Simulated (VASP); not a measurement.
A run of VASP 6.6.1 is set up as follows.

The input INCAR:

```
ALGO     = Normal         # electronic algorithm
EDIFF    = 1E-6           # SCF threshold, eV
EDIFFG   = -0.01          # ionic threshold
ENCUT    = 600            # plane-wave cutoff, eV
GGA      = PS             # functional
IBRION   = 2              # ionic algorithm
ISIF     = 3              # what is computed and relaxed
ISMEAR   = -1             # smearing method
IVDW     = 13             # dispersion correction
LASPH    = T              # aspherical terms in the spheres
LCHARG   = F              # write CHGCAR
LREAL    = F              # projectors in reciprocal space
LWAVE    = F              # write WAVECAR
NELM     = 60             # most SCF steps
NSW      = 60             # ionic steps
PREC     = Accurate       # precision mode
SIGMA    = 0.05           # smearing width, eV
```

The input KPOINTS:

```
k-points
0
Gamma
  8 8 4
```

The input POSCAR:

```
TiTe2
1.0
    3.7770000000      0.0000000000      0.0000000000
   -1.8885000000      3.2709779501      0.0000000000
    0.0000000000      0.0000000000      6.4980000000
Te Ti
2 1
Direct
    0.3333333333      0.6666666667      0.7372000000
    0.6666666667      0.3333333333      0.2628000000
    0.0000000000      0.0000000000      0.0000000000
```

Potentials or basis: VASP PAW PBE potentials, release 64 (Te, Ti_sv).

Run with:

```sh
$ cat potpaw_PBE.64/Te/POTCAR potpaw_PBE.64/Ti_sv/POTCAR > POTCAR
$ mpirun -np 1 vasp_std > vasp.out
```

Q: What does it give for the dispersion energy per atom?

A: -0.259 eV.

Q: Estimate the band gap on the k mesh.

A: Zero (bands 12 and 13 overlap by 0.87 eV).

Q: What does it give for the relaxed cell?

A: a = 3.672 Å, b = 3.672 Å, c = 6.290 Å, α = 90.00°, β = 90.00°, γ = 120.00°.

Step by step:
```csv
step,energy change (eV),largest force (eV/Å),pressure (GPa),volume (Å³)
1,0.0000,0.1118,-3.59,80.28
2,-0.0262,0.7364,2.76,73.51
3,-0.0493,0.3758,-0.08,76.14
4,-0.0612,0.2743,-0.07,75.44
5,-0.0698,0.0085,0.05,73.74
6,-0.0705,0.0720,0.02,74.13
7,-0.0740,0.0330,-0.13,73.99
8,-0.0763,0.0363,-0.32,73.76
9,-0.0751,0.0799,0.68,72.79
10,-0.0767,0.0000,-0.01,73.45
```

Caveat: the PAW data sets were made with another functional, which shifts forces and pressure a little; spin-orbit coupling is left out, which moves the levels of the heavy elements.
